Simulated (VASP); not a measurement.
# Cu2SiO3 (P1) in VASP: single point with PBEsol

Aim: the single point of Cu2SiO3 with PBEsol.

All numbers are computed with VASP 6.6.1; they aren't measurements. Logs are shortened: lines on timing, memory, paths and dates and some standing lists are left out, and cuts for length are marked.

## 1. The cell of the first run

The typed cell holds 6 atoms: a = 2.993 Å, b = 4.289 Å, c = 5.860 Å, α = 82.65°, β = 99.34°, γ = 114.24°.

## 2. Single point, PBEsol

INCAR

```
  PREC = Accurate
  ENCUT = 520
  EDIFF = 1E-7
  ISMEAR = -1
  SIGMA = 0.05
  LREAL = False
  LASPH = True
  NELM = 80
  ALGO = Normal
  ISIF = 2
  LWAVE = False
  LCHARG = False
  GGA = PS
  NBANDS = 31
```

KPOINTS

```
Automatic mesh
0
Gamma
  6 6 4
```

POSCAR

```
Cu2SiO3
1.0
    2.9785799685     -0.1191651000     -0.2718022413
   -1.5854160730      3.9761087158      0.2760892826
   -0.4136480874      0.2377421026      5.8407008285
Cu Si O
2 1 3
Direct
    0.6218595925      0.3035885942      0.2528342673
    0.4912080016      0.3523477149      0.7124925657
   -0.0918334198      0.0650871052     -0.0185110236
    0.2609728254     -0.0190136045      0.4868418230
    0.7106073105      0.6545181996     -0.0106336019
    0.0780033326      0.5989450465      0.5138218931
```

Potentials or basis: VASP PAW PBE potentials, release 64 (Cu, Si, O).

Run with:

```
$ cat potpaw_PBE.64/Cu/POTCAR potpaw_PBE.64/Si/POTCAR potpaw_PBE.64/O/POTCAR > POTCAR
$ mpirun -np 1 vasp_std > vasp.out
```

OUTCAR:

```text
PREC = Accurate
   ENCUT = 520
   EDIFF = 1E-7
   ISMEAR = -1
   LREAL = False
   LASPH = True
   NELM = 80
   ISIF = 2
   GGA = PS

 ion  position               nearest neighbor table
   1  0.622  0.304  0.253-   4 1.93   5 1.98   6 2.05   3 2.38   3 2.43
   2  0.491  0.352  0.712-   4 2.03   5 2.06   6 2.07   6 2.09   3 2.38   3 2.38
   3  0.908  0.065  0.981-   5 1.61   1 2.38   2 2.38   2 2.38   1 2.43
   4  0.261  0.981  0.487-   6 1.50   1 1.93   2 2.03
   5  0.711  0.655  0.989-   3 1.61   1 1.98   2 2.06
   6  0.078  0.599  0.514-   4 1.50   1 2.05   2 2.07   2 2.09

  LATTYP: Found a triclinic cell.
 ALAT       =     4.1008460193
 B/A-ratio  =     2.2960326634
 C/A-ratio  =     2.3273971809
 COS(alpha) =     0.0150062977
 COS(beta)  =     0.6275061599
 COS(gamma) =     0.7660598666

  Lattice vectors:

 A1 = (  -1.3931638955,  -3.8569436158,  -0.0042870413)
 A2 = (  -0.2213959099,  -7.5953102290,   5.5603245046)
 A3 = (  -6.9366757451,  -3.8563555184,  -5.3013833872)

Analysis of symmetry for initial positions (statically):
=====================================================================
 Subroutine PRICEL returns:
 Original cell was already a primitive cell.

 Routine SETGRP: Setting up the symmetry group for a
 triclinic supercell.

 Subroutine GETGRP returns: Found  1 space group operations
 (whereof  1 operations were pure point group operations)
 out of a pool of  2 trial point group operations.

The static configuration has the point symmetry C_1 .

Analysis of symmetry for dynamics (positions and initial velocities):
=====================================================================
 Subroutine PRICEL returns:
 Original cell was already a primitive cell.

 Routine SETGRP: Setting up the symmetry group for a
 triclinic supercell.

 Subroutine GETGRP returns: Found  1 space group operations
 (whereof  1 operations were pure point group operations)
 out of a pool of  2 trial point group operations.

The dynamic configuration has the point symmetry C_1 .

 Subroutine INISYM returns: Found  1 space group operations
 (whereof  1 operations are pure point group operations),
 and found     1 'primitive' translations

----------------------------------------------------------------------------------------

                                     Primitive cell

  volume of cell :      67.5424
[... 92 lines left out ...]
   LNONCOLLINEAR =      F non collinear calculations
   LSORBIT =      F    spin-orbit coupling
   LASPH  =      T    aspherical Exc in radial PAW
   ENCUT  =  520.0 eV  38.22 Ry    6.18 a.u.   5.57  7.98 10.90*2*pi/ulx,y,z
   NELM   =     80;   NELMIN=  2; NELMDL= -5     # of ELM steps
   EDIFF  = 0.1E-06   stopping-criterion for ELM
   LREAL  =      F    real-space projection
   EDIFFG = 0.1E-05   stopping-criterion for IOM
   NSW    =      0    number of steps for IOM
   IBRION =     -1    ionic relax: 0-MD 1-quasi-New 2-CG
   NFREE  =      0    steps in history (QN), initial steepest desc. (CG)
   ISIF   =      2    stress and relaxation
   ISYM   =      2    0-nonsym 1-usesym 2-fastsym
   POTIM  = 0.5000    time-step for ionic-motion
   TEBEG  =    0.0;   TEEND  =   0.0 temperature during run
   PSTRESS=    0.0 pullay stress
   NELECT =      44.0000    total number of electrons
   NUPDOWN=      -1.0000    fix difference up-down
   EMIN   =  10.00;   EMAX   =-10.00  energy-range for DOS
   EFERMI =   0.00;   METHOD = LEGACY
   ISMEAR =    -1;   SIGMA  =   0.05  broadening in eV -4-tet -1-fermi 0-gaus
   EFERMI_NEDOS =   21; number of points for ismear=-14 and -15
   IALGO  =     38    algorithm
   IMIX   =      4    mixing-type and parameters
     AMIX     =   0.40;   BMIX     =  1.00
     AMIX_MAG =   1.60;   BMIX_MAG =  1.00
  volume/ion in A,a.u.               =      11.26        75.97
  Fermi-wavevector in a.u.,A,eV,Ry     =   1.419167  2.681837 27.402619  2.014036
  Thomas-Fermi vector in A             =   2.540216
   LORBIT       =      0    0 simple, 1 ext, 2 COOP (PROOUT), +10 PAW based schemes
   GGA     = PS    functional components
   LHFCALC =     F    Hartree Fock is set to
   AEXX    =    0.0000 exact exchange contribution
   IVDW    =     0    specifies the selected vdW correction
   LEPSILON=     F    determine dielectric tensor
   LRPA    =     F    only Hartree local field effects (RPA)
 non-spin polarized calculation
  energy-cutoff  :      520.00
  volume of cell :       67.54
 maximum number of plane-waves:      1836
 NGX is ok and might be reduce to    24
   NGX = 11   NGY = 15   NGZ = 21

 number of electron      44.0000006 magnetization

 Free energy of the ion-electron system (eV)
  ---------------------------------------------------
  ext. energy  EPLUGINS =         0.00000000
  ---------------------------------------------------
  free energy    TOTEN  =       -32.43942020 eV

  energy without entropy =      -32.43046182  energy(sigma->0) =      -32.43494101

 E-fermi :   5.4939     XC(G=0): -11.3731

 val. band max:        5.4688014702   @ k =   0.5000   0.5000   0.5000
 cond. band min:       5.5030821772   @ k =  -0.0000   0.5000   0.0000
 fundamental gap:      0.0342807070
 Fermi energy:         5.4939151211

 k-point     1 :       0.0000    0.0000    0.0000
  band No.  band energies     occupation
      1     -16.5133      2.00000
      2     -14.4136      2.00000
      3     -10.5862      2.00000
      4      -3.6911      2.00000
      5      -2.3437      2.00000
      6      -2.2051      2.00000
[... 805 lines left out ...]
     30      14.8422      0.00000
     31      15.1727      0.00000

 [... further k-points ...]
[... 5 lines left out ...]
  --------------------------------------------------------------------------------------
  -------------------------------------------------------------------------------------
  Total        0.0342257      0.4439674      0.1113147      0.0154355     -0.0353452     -0.0099913
  in kB        0.8118702     10.5313781      2.6405021      0.3661467     -0.8384258     -0.2370037
  external PRESSURE =       4.6612501 kB  Pullay stress =       0.0000000 kB

 VOLUME and BASIS-vectors are now :
 -----------------------------------------------------------------------------
  energy-cutoff  :      520.00
  volume of cell :       67.54
      direct lattice vectors                 reciprocal lattice vectors
     2.978579969 -0.119165100 -0.271802241     0.342860573  0.135407362  0.018770280
    -1.585416073  3.976108716  0.276089283     0.009348038  0.255906896 -0.009754488
    -0.413648087  0.237742103  5.840700829     0.015513443 -0.005795388  0.172546916

 POSITION                                       TOTAL-FORCE (eV/Angst)
 -----------------------------------------------------------------------------------
      1.26636      1.19311      1.39152         0.018528      0.015309     -0.000756
      0.60976      1.51183      4.12522        -0.000826      0.015947     -0.009937
      2.19587      0.38391      5.50371        -0.011851      0.109504      0.002733
     -0.97932      3.98515      3.04340        -0.016789      0.048436      0.011298
      0.66967      2.75297      5.76615         0.003456     -0.119825     -0.007042
     -0.92978      2.49433      3.14524         0.007482     -0.069371      0.003704
 -----------------------------------------------------------------------------------
    total drift:                               -0.000609     -0.000164      0.001295

  FREE ENERGIE OF THE ION-ELECTRON SYSTEM (eV)
  ---------------------------------------------------
  free  energy   TOTEN  =       -32.4394202023 eV

  energy  without entropy=      -32.4304618221  energy(sigma->0) =      -32.43494101
```

OSZICAR:

```text
N       E                     dE             d eps       ncg     rms          rms(c)
DAV:   1     0.434474116063E+03    0.43447E+03   -0.20185E+04  4751   0.192E+03
DAV:   2     0.253780959502E+02   -0.40910E+03   -0.37912E+03  5020   0.424E+02
DAV:   3    -0.365563203748E+02   -0.61934E+02   -0.58409E+02  6109   0.175E+02
DAV:   4    -0.398191717424E+02   -0.32629E+01   -0.32367E+01  6337   0.423E+01
DAV:   5    -0.398942221438E+02   -0.75050E-01   -0.75003E-01  6295   0.566E+00    0.243E+01
DAV:   6    -0.452861220909E+02   -0.53919E+01   -0.11289E+02  6176   0.241E+02    0.216E+01
DAV:   7    -0.330964067421E+02    0.12190E+02   -0.32871E+01  6230   0.146E+02    0.794E+00
DAV:   8    -0.325656512416E+02    0.53076E+00   -0.47452E+00  7579   0.367E+01    0.385E+00
DAV:   9    -0.324921578406E+02    0.73493E-01   -0.13558E+00  7608   0.257E+01    0.222E+00
DAV:  10    -0.324491665671E+02    0.42991E-01   -0.43443E-01  7569   0.165E+01    0.994E-01
DAV:  11    -0.324411671690E+02    0.79994E-02   -0.11523E-01  7593   0.961E+00    0.427E-01
DAV:  12    -0.324393754710E+02    0.17917E-02   -0.12911E-02  7558   0.253E+00    0.183E-01
DAV:  13    -0.324394325426E+02   -0.57072E-04   -0.18588E-03  7381   0.678E-01    0.728E-02
DAV:  14    -0.324394244959E+02    0.80467E-05   -0.34107E-04  7557   0.393E-01    0.362E-02
DAV:  15    -0.324394290371E+02   -0.45413E-05   -0.20896E-04  6871   0.353E-01    0.254E-02
DAV:  16    -0.324394198725E+02    0.91646E-05   -0.45423E-05  7088   0.193E-01    0.563E-03
DAV:  17    -0.324394201748E+02   -0.30223E-06   -0.48945E-06  7341   0.226E-02    0.386E-03
DAV:  18    -0.324394202023E+02   -0.27509E-07   -0.39393E-07  6010   0.542E-03
   1 F= -.32439420E+02 E0= -.32434941E+02  d E =-.895838E-02
```

stdout:

```text
POSCAR found type information on POSCAR CuSiO
 POSCAR found :  3 types and       6 ions
 scaLAPACK will be used
 -----------------------------------------------------------------------------
|                                                                             |
|                                                                             |
|     You enforced a specific xc type in the INCAR file but a different       |
|     I HOPE YOU KNOW WHAT YOU ARE DOING!                                     |
|                                                                             |
 -----------------------------------------------------------------------------

 LDA part: xc-table for (Slater+PW92), standard interpolation
 POSCAR, INCAR and KPOINTS ok, starting setup
 FFT: planning ... GRIDC
 FFT: planning ... GRID_SOFT
 FFT: planning ... GRID
 WAVECAR not read
 entering main loop
```

Run time: 2.6 min. Hardware: 1 thread of Intel Xeon Platinum 8259CL at 2.50GHz (Skylake/Cascade Lake), shared host; peak memory 0.27 GiB.

Results:

- Free energy: -32.4394 eV
- Pressure: 0.5 GPa
- Largest force: 0.120 eV/Å
- Band gap on the k mesh: zero (bands 22 and 23 overlap by 0.20 eV)

Forces in eV/Å, atoms in the order of the input:
```
Cu   0.019  0.015 -0.001
Cu  -0.001  0.016 -0.010
Si  -0.012  0.110  0.003
O   -0.017  0.048  0.011
O    0.003 -0.120 -0.007
O    0.007 -0.069  0.004
```

Caveat: the k points lie up to 0.37 Å⁻¹ apart; semilocal functionals underestimate gaps, and a narrow one can read as zero; the PAW data sets were made with another functional, which shifts forces and pressure a little; semilocal functionals often make such compounds metallic where correlation or magnetic order opens a gap, which also shifts bond lengths. With open d or f shells a metallic result of PBEsol can be an artefact of self-interaction; +U or a hybrid may open a gap.

The gap in the log of VASP goes by the Fermi energy; the results here count the filled bands.